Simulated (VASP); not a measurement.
# SiO2 (P4_2/mnm) in VASP: a series of runs

SiO2 is run at these levels: PBE; tasks: single point, relaxation of cell and atoms.

All numbers are computed with VASP 6.6.1; they aren't measurements. Logs are shortened: lines on timing, memory, paths and dates and some standing lists are left out, and cuts for length are marked.

## (1) The cell of the first run

Symmetry: P4_2/mnm, No. 136, tetragonal system. The conventional cell has a = 4.236 Å, b = 4.236 Å, c = 2.690 Å, α = 90.00°, β = 90.00°, γ = 90.00°. Si (site symmetry mmm) has 6 O at 1.77 to 1.84 Å within 2.4 Å. Within 2.4 Å of O (site symmetry m2m) lie 3 Si at 1.77 to 1.84 Å and 1 O at 2.31 Å.

## (2) Single point, PBE

The input, INCAR:

```
ALGO     = Normal         # electronic algorithm
EDIFF    = 1E-6           # SCF threshold, eV
ENCUT    = 520            # plane-wave cutoff, eV
GGA      = PE             # functional
ISIF     = 2              # what is computed and relaxed
ISMEAR   = 0              # smearing method
LASPH    = True           # aspherical terms in the spheres
LCHARG   = False          # write CHGCAR
LREAL    = False          # projectors in reciprocal space
LWAVE    = False          # write WAVECAR
NBANDS   = 25             # bands
NELM     = 80             # most SCF steps
PREC     = Accurate       # precision mode
SIGMA    = 0.02           # smearing width, eV
```

The input, KPOINTS:

```
k-points
0
Gamma
  6 6 8
```

The input, POSCAR:

```
SiO2
1.0
    4.2357990674      0.0000000000      0.0000000000
    0.0000000000      4.2357990674      0.0000000000
    0.0000000000      0.0000000000      2.6899428419
Si O
2 4
Direct
    0.5000000000      0.5000000000      0.5000000000
    0.0000000000      0.0000000000      0.0000000000
    0.6930172908      0.6930172908      0.0000000000
    0.1930172908      0.8069827092      0.5000000000
    0.3069827092      0.3069827092      0.0000000000
    0.8069827092      0.1930172908      0.5000000000
```

Potentials or basis: VASP PAW PBE potentials, release 64 (Si, O).

The run is started by

```
$ cat potpaw_PBE.64/Si/POTCAR potpaw_PBE.64/O/POTCAR > POTCAR
$ mpirun -np 1 vasp_std > vasp.out
```

OUTCAR:

```text
EDIFF = 1E-6
   ENCUT = 520
   GGA = PE
   ISIF = 2
   ISMEAR = 0
   LASPH = True
   LREAL = False
   NELM = 80
   PREC = Accurate

 ion  position               nearest neighbor table
   1  0.500  0.500  0.500-   3 1.77   5 1.77   3 1.77   5 1.77   4 1.84   6 1.84
   2  0.000  0.000  0.000-   4 1.77   6 1.77   4 1.77   6 1.77   5 1.84   3 1.84
   3  0.693  0.693  0.000-   1 1.77   1 1.77   2 1.84
   4  0.193  0.807  0.500-   2 1.77   2 1.77   1 1.84
   5  0.307  0.307  0.000-   1 1.77   1 1.77   2 1.84
   6  0.807  0.193  0.500-   2 1.77   2 1.77   1 1.84

  LATTYP: Found a simple tetragonal cell.
 ALAT       =     4.2357990674
 C/A-ratio  =     0.6350496799

  Lattice vectors:

 A1 = (   4.2357990674,   0.0000000000,   0.0000000000)
 A2 = (   0.0000000000,   4.2357990674,   0.0000000000)
 A3 = (   0.0000000000,   0.0000000000,   2.6899428419)

Analysis of symmetry for initial positions (statically):
=====================================================================
 Subroutine PRICEL returns:
 Original cell was already a primitive cell.

 Routine SETGRP: Setting up the symmetry group for a
 simple tetragonal supercell.

 Subroutine GETGRP returns: Found 16 space group operations
 (whereof  8 operations were pure point group operations)
 out of a pool of 16 trial point group operations.

The static configuration has the point symmetry D_2h.
 The point group associated with its full space group is D_4h.

Analysis of symmetry for dynamics (positions and initial velocities):
=====================================================================
 Subroutine PRICEL returns:
 Original cell was already a primitive cell.

 Routine SETGRP: Setting up the symmetry group for a
 simple tetragonal supercell.

 Subroutine GETGRP returns: Found 16 space group operations
 (whereof  8 operations were pure point group operations)
 out of a pool of 16 trial point group operations.

The dynamic configuration has the point symmetry D_2h.
 The point group associated with its full space group is D_4h.

 Subroutine INISYM returns: Found 16 space group operations
 (whereof  8 operations are pure point group operations),
 and found     1 'primitive' translations

----------------------------------------------------------------------------------------

                                     Primitive cell

  volume of cell :      48.2629

  direct lattice vectors                    reciprocal lattice vectors
     4.235799067  0.000000000  0.000000000     0.236082964  0.000000000  0.000000000
     0.000000000  4.235799067  0.000000000     0.000000000  0.236082964  0.000000000
     0.000000000  0.000000000  2.689942842     0.000000000  0.000000000  0.371755111

  length of vectors
     4.235799067  4.235799067  2.689942842     0.236082964  0.236082964  0.371755111

  position of ions in fractional coordinates (direct lattice)
     0.500000000  0.500000000  0.500000000
     0.000000000  0.000000000  0.000000000
     0.693017291  0.693017291  0.000000000
     0.193017291  0.806982709  0.500000000
     0.306982709  0.306982709  0.000000000
     0.806982709  0.193017291  0.500000000

  ion indices of the primitive-cell ions
   primitive index   ion index
                 1           1
                 2           2
                 3           3
                 4           4
                 5           5
                 6           6

----------------------------------------------------------------------------------------

 KPOINTS: k-points

Automatic generation of k-mesh.
 Grid dimensions read from file:
 generate k-points for:    6    6    8

 Generating k-lattice:

  Cartesian coordinates                     Fractional coordinates (reciprocal lattice)
     0.039347161  0.000000000  0.000000000     0.166666667  0.000000000  0.000000000
     0.000000000  0.039347161  0.000000000     0.000000000  0.166666667  0.000000000
     0.000000000  0.000000000  0.046469389     0.000000000  0.000000000  0.125000000

  Length of vectors
     0.039347161  0.039347161  0.046469389

  Shift w.r.t. Gamma in fractional coordinates (k-lattice)
     0.000000000  0.000000000  0.000000000

 Subroutine IBZKPT returns following result:
 ===========================================

 Found     50 irreducible k-points:

 Following reciprocal coordinates:
            Coordinates               Weight
  0.000000  0.000000  0.000000      1.000000
  0.166667  0.000000  0.000000      4.000000
  0.333333  0.000000  0.000000      4.000000
  0.500000  0.000000  0.000000      2.000000
  0.166667  0.166667  0.000000      4.000000
  0.333333  0.166667  0.000000      8.000000
[... 16 lines left out ...]
  0.333333  0.000000  0.250000      8.000000
  0.500000  0.000000  0.250000      4.000000
 [... further k-points ...]
   k-points           NKPTS =     50   k-points in BZ     NKDIM =     50   number of bands    NBANDS=     25
   number of dos      NEDOS =    301   number of ions     NIONS =      6
   total plane-waves  NPLWV =  20480
   dimension x,y,z NGX =    32 NGY =   32 NGZ =   20
   dimension x,y,z NGXF=    64 NGYF=   64 NGZF=   40
   ions per type =               2   4
   NGX,Y,Z   is equivalent  to a cutoff of  12.56, 12.56, 12.36 a.u.
   NGXF,Y,Z  is equivalent  to a cutoff of  25.12, 25.12, 24.72 a.u.
 SYSTEM =  unknown system
   PREC   = accura    normal or accurate (medium, high low for compatibility)
   ISTART =      0    job   : 0-new  1-cont  2-samecut
   ICHARG =      2    charge: 1-file 2-atom 10-const
   ISPIN  =      1    spin polarized calculation?
   LNONCOLLINEAR =      F non collinear calculations
   LSORBIT =      F    spin-orbit coupling
   LASPH  =      T    aspherical Exc in radial PAW
   ENCUT  =  520.0 eV  38.22 Ry    6.18 a.u.   7.88  7.88  5.00*2*pi/ulx,y,z
   NELM   =     80;   NELMIN=  2; NELMDL= -5     # of ELM steps
   EDIFF  = 0.1E-05   stopping-criterion for ELM
   LREAL  =      F    real-space projection
   EDIFFG = 0.1E-04   stopping-criterion for IOM
   NSW    =      0    number of steps for IOM
   IBRION =     -1    ionic relax: 0-MD 1-quasi-New 2-CG
   NFREE  =      0    steps in history (QN), initial steepest desc. (CG)
   ISIF   =      2    stress and relaxation
   ISYM   =      2    0-nonsym 1-usesym 2-fastsym
   POTIM  = 0.5000    time-step for ionic-motion
   TEBEG  =    0.0;   TEEND  =   0.0 temperature during run
   PSTRESS=    0.0 pullay stress
   NELECT =      32.0000    total number of electrons
   NUPDOWN=      -1.0000    fix difference up-down
   EMIN   =  10.00;   EMAX   =-10.00  energy-range for DOS
   EFERMI =   0.00;   METHOD = LEGACY
   ISMEAR =     0;   SIGMA  =   0.02  broadening in eV -4-tet -1-fermi 0-gaus
   EFERMI_NEDOS =   21; number of points for ismear=-14 and -15
   IALGO  =     38    algorithm
   IMIX   =      4    mixing-type and parameters
     AMIX     =   0.40;   BMIX     =  1.00
     AMIX_MAG =   1.60;   BMIX_MAG =  1.00
  volume/ion in A,a.u.               =       8.04        54.28
  Fermi-wavevector in a.u.,A,eV,Ry     =   1.427535  2.697651 27.726735  2.037858
  Thomas-Fermi vector in A             =   2.547694
   LORBIT       =      0    0 simple, 1 ext, 2 COOP (PROOUT), +10 PAW based schemes
   GGA     = PE    functional components
   LHFCALC =     F    Hartree Fock is set to
   AEXX    =    0.0000 exact exchange contribution
   IVDW    =     0    specifies the selected vdW correction
   LEPSILON=     F    determine dielectric tensor
   LRPA    =     F    only Hartree local field effects (RPA)
 non-spin polarized calculation
 Gauss-broadening in eV      SIGMA  =   0.02
  energy-cutoff  :      520.00
  volume of cell :       48.26
 maximum number of plane-waves:      1336
 NGX is ok and might be reduce to    32
   NGX = 15   NGY = 15   NGZ = 11

 number of electron      31.9999991 magnetization

 Free energy of the ion-electron system (eV)
  ---------------------------------------------------
  ext. energy  EPLUGINS =         0.00000000
  ---------------------------------------------------
  free energy    TOTEN  =       -46.31679025 eV

  energy without entropy =      -46.31679025  energy(sigma->0) =      -46.31679025

 E-fermi :   7.8940     XC(G=0): -12.0815

 val. band max:        7.7357419908   @ k =   0.0000   0.0000   0.0000
 cond. band min:      12.7669694097   @ k =   0.0000   0.0000   0.0000
 fundamental gap:      5.0312274189
 Fermi energy:         7.8940327121

 k-point     1 :       0.0000    0.0000    0.0000
  band No.  band energies     occupation
      1     -14.4789      2.00000
      2     -11.0169      2.00000
      3     -11.0169      2.00000
      4     -10.8600      2.00000
      5      -2.8721      2.00000
      6       1.5006      2.00000
[... 17 lines left out ...]
     24      21.4289      0.00000
     25      23.0871      0.00000

 k-point     2 :       0.1667    0.0000    0.0000
  band No.  band energies     occupation
      1     -14.3406      2.00000
      2     -11.6652      2.00000
      3     -10.9491      2.00000
      4     -10.4977      2.00000
      5      -2.6779      2.00000
      6       0.7645      2.00000
[... 17 lines left out ...]
     24      20.9288      0.00000
     25      22.9583      0.00000

 k-point     3 :       0.3333    0.0000    0.0000
  band No.  band energies     occupation
      1     -13.9361      2.00000
      2     -12.5050      2.00000
      3     -10.7677      2.00000
      4     -10.4024      2.00000
      5      -2.1426      2.00000
      6      -0.3402      2.00000
[... 17 lines left out ...]
     24      21.2768      0.00000
     25      22.3659      0.00000

 k-point     4 :       0.5000    0.0000    0.0000
  band No.  band energies     occupation
      1     -13.3013      2.00000
      2     -13.3013      2.00000
      3     -10.5442      2.00000
      4     -10.5442      2.00000
      5      -1.3437      2.00000
      6      -1.3437      2.00000
[... 17 lines left out ...]
     24      21.0523      0.00000
     25      22.3329      0.00000
[... 477 lines left out ...]
 k-point    22 :       0.1667    0.0000    0.2500
  band No.  band energies     occupation
      1     -13.5780      2.00000
      2     -11.3051      2.00000
      3     -10.6141      2.00000
      4     -10.4334      2.00000
      5      -2.3797      2.00000
      6       0.6760      2.00000
[... 17 lines left out ...]
     24      21.1612      0.00000
     25      21.7290      0.00000

 k-point    23 :       0.3333    0.0000    0.2500
  band No.  band energies     occupation
      1     -13.2144      2.00000
      2     -11.9770      2.00000
      3     -10.5097      2.00000
      4     -10.3428      2.00000
      5      -1.6870      2.00000
      6       0.1323      2.00000
[... 17 lines left out ...]
     24      20.4506      0.00000
     25      21.3719      0.00000

 k-point    24 :       0.5000    0.0000    0.2500
  band No.  band energies     occupation
      1     -12.6544      2.00000
      2     -12.6544      2.00000
      3     -10.3944      2.00000
      4     -10.3944      2.00000
      5      -0.7649      2.00000
      6      -0.7649      2.00000
[... 17 lines left out ...]
     24      20.5083      0.00000
     25      21.2839      0.00000

 [... further k-points ...]
[... 5 lines left out ...]
  --------------------------------------------------------------------------------------
  -------------------------------------------------------------------------------------
  Total        0.0019191      0.0019191      0.2167216      0.0000000      0.0000000      0.0000000
  in kB        0.0637070      0.0637070      7.1944738      0.0000000      0.0000000      0.0000000
  external PRESSURE =       2.4406293 kB  Pullay stress =       0.0000000 kB

 VOLUME and BASIS-vectors are now :
 -----------------------------------------------------------------------------
  energy-cutoff  :      520.00
  volume of cell :       48.26
      direct lattice vectors                 reciprocal lattice vectors
     4.235799067  0.000000000  0.000000000     0.236082964  0.000000000  0.000000000
     0.000000000  4.235799067  0.000000000     0.000000000  0.236082964  0.000000000
     0.000000000  0.000000000  2.689942842     0.000000000  0.000000000  0.371755111

 POSITION                                       TOTAL-FORCE (eV/Angst)
 -----------------------------------------------------------------------------------
      2.11790      2.11790      1.34497         0.000000      0.000000     -0.000000
      0.00000      0.00000      0.00000         0.000000      0.000000     -0.000000
      2.93548      2.93548      0.00000         0.013912      0.013912     -0.000000
      0.81758      3.41822      1.34497         0.013912     -0.013912     -0.000000
      1.30032      1.30032      0.00000        -0.013912     -0.013912      0.000000
      3.41822      0.81758      1.34497        -0.013912      0.013912     -0.000000
 -----------------------------------------------------------------------------------
    total drift:                                0.000000      0.000000     -0.000000

  FREE ENERGIE OF THE ION-ELECTRON SYSTEM (eV)
  ---------------------------------------------------
  free  energy   TOTEN  =       -46.3167902512 eV

  energy  without entropy=      -46.3167902512  energy(sigma->0) =      -46.31679025
```

Run time: 37 s. Hardware: 1 thread of Intel Xeon Platinum 8488C (Sapphire Rapids), shared host; peak memory 0.17 GiB.

What came out:

```yaml
Free_energy: -46.3168 eV
Pressure: 0.2 GPa
Largest_force: 0.020 eV/Å
Band_gap_on_the_k_mesh: 5.03 eV, direct
```

Forces on the atoms (eV/Å):
```
Si   0.000  0.000  0.000
Si   0.000  0.000  0.000
O    0.014  0.014  0.000
O    0.014 -0.014  0.000
O   -0.014 -0.014  0.000
O   -0.014  0.014  0.000
```

A k mesh can miss the band edges. As with any semilocal functional, this PBE gap is likely too small.

## (3) Relaxation of cell and atoms, PBE

The input, INCAR:

```
SYSTEM = SiO2
PREC     = Accurate       ! precision mode
ENCUT    = 600            ! plane-wave cutoff, eV
EDIFF    = 1E-7           ! SCF threshold, eV
ISMEAR   = 0              ! smearing method
SIGMA    = 0.02           ! smearing width, eV
LREAL    = .False.        ! projectors in reciprocal space
LASPH    = .True.         ! aspherical terms in the spheres
NELM     = 80             ! most SCF steps
ALGO     = Normal         ! electronic algorithm
ISIF     = 3              ! what is computed and relaxed
LWAVE    = .False.        ! write WAVECAR
LCHARG   = .False.        ! write CHGCAR
GGA      = PE             ! functional
IBRION   = 2              ! ionic algorithm
NSW      = 100            ! ionic steps
EDIFFG   = -0.005         ! ionic threshold
```

The input, KPOINTS:

```
Automatic mesh
0
Gamma
  6 6 8
  0 0 0
```

The input, POSCAR:

```
SiO2
1.0
    4.2331690000      0.0000000000      0.0000000000
    0.0000000000      4.2331690000      0.0000000000
    0.0000000000      0.0000000000      2.6934950000
Si O
2 4
Direct
    0.5000000000      0.5000000000      0.5000000000
    0.0000000000      0.0000000000      0.0000000000
    0.6931610000      0.6931610000      0.0000000000
    0.1931610000      0.8068390000      0.5000000000
    0.3068390000      0.3068390000      0.0000000000
    0.8068390000      0.1931610000      0.5000000000
```

Potentials or basis: VASP PAW PBE potentials, release 64 (Si, O).

The run is started by

```
$ cat potpaw_PBE.64/Si/POTCAR potpaw_PBE.64/O/POTCAR > POTCAR
$ mpirun -np 1 vasp_std > vasp.out
```

Wall time 2.1 min (1 thread of Intel Xeon Platinum 8488C (Sapphire Rapids), shared host); peak memory 0.2 GiB.

It converged, with:

```
Free energy                            : -46.3312 eV
Relaxed volume                         : 8.03 Å³/atom
Relaxed cell                           : a = 4.231 Å, b = 4.231 Å, c = 2.692 Å, α = 90.00°, β = 90.00°, γ = 90.00°
Space group after relaxing (to 0.05 Å) : P4_2/mnm (No. 136)
Energy gained by relaxing              : 0.0 meV/atom
Ionic steps                            : 5
Pressure after relaxing                : 0.0 GPa
Band gap on the k mesh                 : 5.04 eV, direct
```

Stress tensor (GPa, compression positive):
```
-0.03  0.00  0.00
 0.00 -0.03  0.00
 0.00  0.00  0.04
```

Final structure:
```
Si O
1.0
     4.23119    0.00000    0.00000
     0.00000    4.23119    0.00000
     0.00000    0.00000    2.69241
Si O
2 4
Cartesian
  2.1156 2.1156 1.3462
  0.0000 4.2312 0.0000
  2.9333 2.9333 0.0000
  0.8177 3.4135 1.3462
  1.2979 1.2979 2.6924
  3.4135 0.8177 1.3462
```

Levels at points of the mesh, in eV from the valence-band top:
| k point | band 14 | band 15 | band 16 | band 17 | band 18 | band 19 |
| --- | --- | --- | --- | --- | --- | --- |
| (0.00, 0.00, 0.00) | -0.85 | -0.85 | 0.00 | 5.04 | 6.59 | 8.27 |
| (0.50, 0.00, 0.00) | -2.62 | -1.04 | -1.04 | 7.30 | 7.30 | 8.87 |
| (0.50, 0.50, 0.00) | -2.55 | -2.17 | -2.17 | 7.02 | 7.02 | 9.77 |
| (0.00, 0.00, 0.50) | -2.89 | -2.57 | -2.57 | 8.65 | 8.65 | 12.25 |
| (0.50, 0.00, 0.50) | -2.21 | -1.67 | -1.67 | 8.44 | 8.44 | 9.46 |
| (0.50, 0.50, 0.50) | -1.72 | -1.47 | -1.47 | 6.81 | 6.81 | 10.72 |

[end of part 1 of 2]
